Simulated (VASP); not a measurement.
A run of VASP 6.6.1 is set up as follows.

Contents of INCAR:

```
SYSTEM = NbC
ALGO = Normal ; EDIFF = 1E-6
ENCUT = 600 ; GGA = PS
GGA_COMPAT = .FALSE. ; ISIF = 2
ISMEAR = 0 ; IVDW = 12
LASPH = .TRUE. ; LCHARG = .TRUE.
LELF = .TRUE. ; LREAL = .FALSE.
LVHAR = .TRUE. ; LWAVE = .FALSE.
NBANDS = 16 ; NELM = 120
PREC = Accurate ; SIGMA = 0.05
```

KPOINTS

```
k-points
0
G
  10 10 10
  0 0 0
```

POSCAR

```
NbC
1.0
    0.0000000000      2.2087292518      2.2087292518
    2.2087292518      0.0000000000      2.2087292518
    2.2087292518      2.2087292518      0.0000000000
Nb C
1 1
Direct
    0.0000000000      0.0000000000      0.0000000000
    0.5000000000      0.5000000000      0.5000000000
```

Potentials or basis: VASP PAW PBE potentials, release 64 (Nb_sv, C).

Run with:

```sh
$ cat potpaw_PBE.64/Nb_sv/POTCAR potpaw_PBE.64/C/POTCAR > POTCAR
$ mpirun -np 1 vasp_std > vasp.out
```

Task: What does it give for the dispersion energy per atom?

Result: -0.478 eV.

Task: Predict the pressure.

Result: -0.6 GPa.

Caveat: the PAW data sets were made with another functional, which shifts forces and pressure a little; pairwise dispersion overbinds metals, which lowers pressure and volume.
